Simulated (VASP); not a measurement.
# TePb (Pm-3m) in VASP: a series of runs, part 2 of 2

VASP 6.6.1.

**3. Single point, HF**

POSCAR

```
TePb
1.0
    4.0022870000      0.0000000000      0.0000000000
    0.0000000000      4.0022870000      0.0000000000
    0.0000000000      0.0000000000      4.0022870000
Pb Te
1 1
Direct
    0.0000000000      0.0000000000      0.0000000000
    0.5000000000      0.5000000000      0.5000000000
```

INCAR.step1

```
PREC = Accurate
ENCUT = 400
EDIFF = 1E-5
ISMEAR = -1
SIGMA = 0.05
LREAL = False
LASPH = True
NELM = 120
ALGO = Normal
ISIF = 2
LWAVE = True
LCHARG = False
GGA = PE
NBANDS = 17
GGA_COMPAT = False
```

INCAR.step2

```
PREC = Accurate
ENCUT = 400
EDIFF = 1E-6
ISMEAR = -1
SIGMA = 0.05
LREAL = False
LASPH = True
NELM = 120
ALGO = Normal
ISIF = 2
LWAVE = False
LCHARG = False
GGA = PE
LHFCALC = True
AEXX = 1.0
ALDAC = 0.0
AGGAC = 0.0
PRECFOCK = Normal
ISTART = 1
NBANDS = 17
GGA_COMPAT = False
```

KPOINTS

```
regular mesh
0
Gamma
  4 4 4
```

Potentials or basis: VASP PAW PBE potentials, release 64 (Pb_d, Te).

Started as:

```bash
$ cat potpaw_PBE.64/Pb_d/POTCAR potpaw_PBE.64/Te/POTCAR > POTCAR
$ cp INCAR.step1 INCAR
$ mpirun -np 1 vasp_std > vasp.out
$ cp INCAR.step2 INCAR
$ mpirun -np 1 vasp_std > vasp.out
```

OUTCAR:

```text
PREC = Accurate
   ENCUT = 400
   EDIFF = 1E-6
   ISMEAR = -1
   LREAL = False
   LASPH = True
   NELM = 120
   ISIF = 2
   GGA = PE
   LHFCALC = True
   AEXX = 1.0
   PRECFOCK = Normal
   ISTART = 1

 ion  position               nearest neighbor table
   1  0.000  0.000  0.000-   2 3.47   2 3.47   2 3.47   2 3.47   2 3.47   2 3.47   2 3.47   2 3.47

   2  0.500  0.500  0.500-   1 3.47   1 3.47   1 3.47   1 3.47   1 3.47   1 3.47   1 3.47   1 3.47

  LATTYP: Found a simple cubic cell.
 ALAT       =     4.0022870000

  Lattice vectors:

 A1 = (   4.0022870000,   0.0000000000,   0.0000000000)
 A2 = (   0.0000000000,   4.0022870000,   0.0000000000)
 A3 = (   0.0000000000,   0.0000000000,   4.0022870000)

Analysis of symmetry for initial positions (statically):
=====================================================================
 Subroutine PRICEL returns:
 Original cell was already a primitive cell.

 Routine SETGRP: Setting up the symmetry group for a
 simple cubic supercell.

 Subroutine GETGRP returns: Found 48 space group operations
 (whereof 48 operations were pure point group operations)
 out of a pool of 48 trial point group operations.

The static configuration has the point symmetry O_h .

Analysis of symmetry for dynamics (positions and initial velocities):
=====================================================================
 Subroutine PRICEL returns:
 Original cell was already a primitive cell.

 Routine SETGRP: Setting up the symmetry group for a
 simple cubic supercell.

 Subroutine GETGRP returns: Found 48 space group operations
 (whereof 48 operations were pure point group operations)
 out of a pool of 48 trial point group operations.

[... 105 lines left out ...]
     AMIX_MAG =   1.60;   BMIX_MAG =  1.00
  volume/ion in A,a.u.               =      32.05       216.32
  Fermi-wavevector in a.u.,A,eV,Ry     =   1.110307  2.098177 16.773027  1.232783
  Thomas-Fermi vector in A             =   2.246857
   LORBIT       =      0    0 simple, 1 ext, 2 COOP (PROOUT), +10 PAW based schemes
   GGA     = PE    functional components
   LHFCALC =     T    Hartree Fock is set to
   PRECFOCK=normal    Normal, Fast or Accurate (Low or Medium for compatibility)
   ENCUT4O =  -1.0   cutoff for four orbital integrals eV
   NKREDX  =     1    reduce k-point grid by
   NKREDY  =     1    reduce k-point grid by
   NKREDZ  =     1    reduce k-point grid by
   AEXX    =    1.0000 exact exchange contribution
   HFSCREEN=    0.0000 screening length (either q_TF or 0.3 A-1)
   HFSCREENC=   0.0000 screening length for correlation (either q_TF or 0.3 A-1)
   ENCUTFOCK=  -1.0 apply spherical cutoff to Coloumb kernel
   IVDW    =     0    specifies the selected vdW correction
   LEPSILON=     F    determine dielectric tensor
   LRPA    =     F    only Hartree local field effects (RPA)
 non-spin polarized calculation
  energy-cutoff  :      400.00
  volume of cell :       64.11
 maximum number of plane-waves:      1189
 NGX is ok and might be reduce to    28
  NGX = 20; NGY = 20; NGZ = 20

 number of electron      20.0000009 magnetization

 Free energy of the ion-electron system (eV)
  ---------------------------------------------------
  ext. energy  EPLUGINS =         0.00000000
  ---------------------------------------------------
  free energy    TOTEN  =       -16.56344849 eV

  energy without entropy =      -16.56344847  energy(sigma->0) =      -16.56344848

 E-fermi :   6.5444     XC(G=0):   0.0000

 val. band max:        5.7650022533   @ k =   0.5000   0.5000   0.5000
 cond. band min:       7.3239937585   @ k =   0.5000   0.5000   0.0000
 fundamental gap:      1.5589915053
 Fermi energy:         6.5444108685

 k-point     1 :       0.0000    0.0000    0.0000
  band No.  band energies     occupation
      1     -19.5667      2.00000
      2     -19.5667      2.00000
      3     -19.5053      2.00000
      4     -19.5053      2.00000
      5     -19.5053      2.00000
      6     -11.8904      2.00000
[... 177 lines left out ...]
      4     -19.4511      2.00000
      5     -19.4511      2.00000
      6      -8.1702      2.00000
[... 9 lines left out ...]
     16      26.7063      0.00000
     17      28.0345      0.00000

------------------------ aborting loop because EDIFF is reached ----------------------------------------

  FORCE on cell =-STRESS in cart. coord.  units (eV):
  Direction    XX          YY          ZZ          XY          YZ          ZX
  --------------------------------------------------------------------------------------
  -------------------------------------------------------------------------------------
  Total        1.3242919      1.3242919      1.3242919      0.0000000      0.0000000     -0.0000000
  in kB       33.0955524     33.0955524     33.0955524      0.0000000      0.0000000     -0.0000000
  external PRESSURE =      33.0955524 kB  Pullay stress =       0.0000000 kB

 VOLUME and BASIS-vectors are now :
 -----------------------------------------------------------------------------
  energy-cutoff  :      400.00
  volume of cell :       64.11
      direct lattice vectors                 reciprocal lattice vectors
     4.002287000  0.000000000  0.000000000     0.249857144  0.000000000  0.000000000
     0.000000000  4.002287000  0.000000000     0.000000000  0.249857144  0.000000000
     0.000000000  0.000000000  4.002287000     0.000000000  0.000000000  0.249857144

 POSITION                                       TOTAL-FORCE (eV/Angst)
 -----------------------------------------------------------------------------------
      0.00000      0.00000      0.00000         0.000000      0.000000      0.000000
      2.00114      2.00114      2.00114         0.000000      0.000000      0.000000
 -----------------------------------------------------------------------------------
    total drift:                                0.000001     -0.000000      0.000000

  FREE ENERGIE OF THE ION-ELECTRON SYSTEM (eV)
  ---------------------------------------------------
  free  energy   TOTEN  =       -16.5634484934 eV

  energy  without entropy=      -16.5634484670  energy(sigma->0) =      -16.56344848
```

OUTCAR.step1:

```text
PREC = Accurate
   ENCUT = 400
   EDIFF = 1E-5
   ISMEAR = -1
   LREAL = False
[... 406 lines left out ...]
      0.00000      0.00000      0.00000         0.000000      0.000000      0.000000
      2.00114      2.00114      2.00114         0.000000      0.000000      0.000000
 -----------------------------------------------------------------------------------
    total drift:                               -0.000000      0.000000     -0.000000

  FREE ENERGIE OF THE ION-ELECTRON SYSTEM (eV)
  ---------------------------------------------------
  free  energy   TOTEN  =        -6.9502303163 eV

  energy  without entropy=       -6.9259856766  energy(sigma->0) =       -6.93810800
```

OSZICAR.step1:

```text
N       E                     dE             d eps       ncg     rms          rms(c)
DAV:   1     0.140844553525E+03    0.14084E+03   -0.80166E+03   340   0.958E+02
DAV:   2     0.163033947644E+01   -0.13921E+03   -0.13478E+03   373   0.271E+02
DAV:   3    -0.698832547484E+01   -0.86187E+01   -0.85825E+01   435   0.753E+01
DAV:   4    -0.719444021802E+01   -0.20611E+00   -0.20603E+00   485   0.129E+01
DAV:   5    -0.719882621584E+01   -0.43860E-02   -0.43858E-02   430   0.152E+00    0.329E+00
DAV:   6    -0.695520803153E+01    0.24362E+00   -0.48721E-01   457   0.464E+00    0.208E+00
DAV:   7    -0.695407578812E+01    0.11322E-02   -0.92923E-02   467   0.137E+00    0.116E+00
DAV:   8    -0.700897548433E+01   -0.54900E-01   -0.23283E-01   451   0.309E+00    0.878E-01
DAV:   9    -0.695018822937E+01    0.58787E-01   -0.12179E-01   463   0.222E+00    0.128E-01
DAV:  10    -0.695019493248E+01   -0.67031E-05   -0.55866E-03   370   0.354E-01    0.592E-02
DAV:  11    -0.695023533691E+01   -0.40404E-04   -0.19475E-04   476   0.692E-02    0.598E-02
DAV:  12    -0.695025617121E+01   -0.20834E-04   -0.15780E-05   260   0.258E-02    0.444E-02
DAV:  13    -0.695023170791E+01    0.24463E-04   -0.26600E-05   308   0.285E-02    0.254E-02
DAV:  14    -0.695023031633E+01    0.13916E-05   -0.64074E-06   185   0.133E-02
   1 F= -.69502303E+01 E0= -.69381080E+01  d E =-.242446E-01
```

Wall time 20 min (1 thread of Intel Xeon 8259CL, shared host); peak memory 0.16 GiB.

Results:

```
Free energy            : -16.5634 eV
Pressure               : 3.3 GPa
Band gap on the k mesh : zero (band 10 reaches 7.32 eV, above the bottom of band 11 at 5.76 eV)
```

Caveat: the k points lie up to 0.39 Å⁻¹ apart; the PAW data sets were made with another functional, which shifts forces and pressure a little; spin-orbit coupling is left out, which moves the levels of the heavy elements.
